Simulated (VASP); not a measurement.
BeS: single point with PBEsol

BeS:

```
Be S
1.0
     0.00000    2.50424    2.34875
     2.34875    0.00000    2.34875
     2.34875    2.50424    0.00000
Be S
1 1
Direct
  0.00000 0.00000 0.00000
  0.75000 0.75000 0.75000
```

```yaml
Program: VASP 6.6.1
Task: single point
Functional: PBEsol
Potentials_or_basis: VASP PAW PBE potentials, release 64 (Be, S)
Cutoff: 520 eV
k_mesh: 10 × 10 × 10
Occupations: gaussian, width 0.05 eV
Spin: no spin polarisation
```

The pressure is 2.6 GPa. The band gap on the k mesh is 2.56 eV (least direct gap 5.46 eV).

Stress tensor (GPa, compression positive):
```
 4.88  0.00  0.00
 0.00 -2.01  0.00
 0.00  0.00  4.88
```

Levels at points of the mesh, in eV from the valence-band top:
| k point | band 2 | band 3 | band 4 | band 5 | band 6 | band 7 |
| --- | --- | --- | --- | --- | --- | --- |
| (0.00, 0.00, 0.00) | -0.40 | 0.00 | 0.00 | 5.46 | 5.46 | 5.55 |
| (0.50, 0.00, 0.00) | -6.20 | -1.54 | -0.90 | 5.03 | 6.39 | 6.65 |
| (0.50, 0.50, 0.00) | -5.21 | -3.13 | -3.02 | 2.56 | 4.47 | 12.50 |
| (0.50, 0.00, 0.50) | -5.66 | -2.55 | -2.55 | 3.10 | 5.05 | 12.85 |

It took 16 s on 1 thread of Intel(R) Xeon(R) Platinum 8559C (Emerald Rapids), with other jobs on the host, peak memory 0.16 GiB.

Caveat: the PAW data sets were made with another functional, which shifts forces and pressure a little. A k mesh can miss the band edges.
